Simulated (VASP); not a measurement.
Here is a VASP 6.6.1 calculation.

POSCAR

```
Rh
1.0
    2.6495703190      0.0000000000      0.0000000000
   -1.3247851595      2.2945952054      0.0000000000
    0.0000000000      0.0000000000      4.2616448766
Rh
2
Direct
    0.6666666667      0.3333333333      0.7500000000
    0.3333333333      0.6666666667      0.2500000000
```

File INCAR.step1:

```
PREC     = Accurate       # precision mode
ENCUT    = 520            # plane-wave cutoff, eV
ISMEAR   = 0              # smearing method
SIGMA    = 0.1            # smearing width, eV
LREAL    = False          # projectors in reciprocal space
LASPH    = True           # aspherical terms in the spheres
NELM     = 60             # most SCF steps
NBANDS   = 22             # bands
GGA      = PE             # functional
ALGO     = Normal         # electronic algorithm
EDIFF    = 1E-4           # SCF threshold, eV
LWAVE    = True           # write WAVECAR
LCHARG   = False          # write CHGCAR
```

Contents of INCAR.step2:

```
PREC     = Accurate       # precision mode
ENCUT    = 520            # plane-wave cutoff, eV
EDIFF    = 1E-6           # SCF threshold, eV
ISMEAR   = 0              # smearing method
SIGMA    = 0.1            # smearing width, eV
LREAL    = False          # projectors in reciprocal space
LASPH    = True           # aspherical terms in the spheres
NELM     = 60             # most SCF steps
ALGO     = Normal         # electronic algorithm
ISIF     = 2              # what is computed and relaxed
LWAVE    = False          # write WAVECAR
LCHARG   = False          # write CHGCAR
METAGGA  = R2SCAN         # meta-GGA
LMIXTAU  = True         
NBANDS   = 22             # bands
ISTART   = 1
```

KPOINTS

```
Automatic mesh
0
Gamma
  24 24 12
```

Potentials or basis: VASP PAW PBE potentials, release 64 (Rh_pv).

Launch:

```bash
$ cat potpaw_PBE.64/Rh_pv/POTCAR > POTCAR
$ cp INCAR.step1 INCAR
$ mpirun -np 1 vasp_std > vasp.out
$ cp INCAR.step2 INCAR
$ mpirun -np 1 vasp_std > vasp.out
```

**Question.** Estimate the band gap on the k mesh.

**Answer.** Zero (band 15 reaches 13.71 eV, above the bottom of band 16 at 10.97 eV).

**Question.** Predict the pressure.

**Answer.** 21.4 GPa.

Stress tensor (GPa, compression positive):
```
20.87  0.00  0.00
 0.00 20.87  0.00
 0.00  0.00 22.57
```

Caveat: the cell differs from its parent crystal (equal strain along all axes, cell held: -2.0 %); the PAW data sets were made with another functional, which shifts forces and pressure a little.
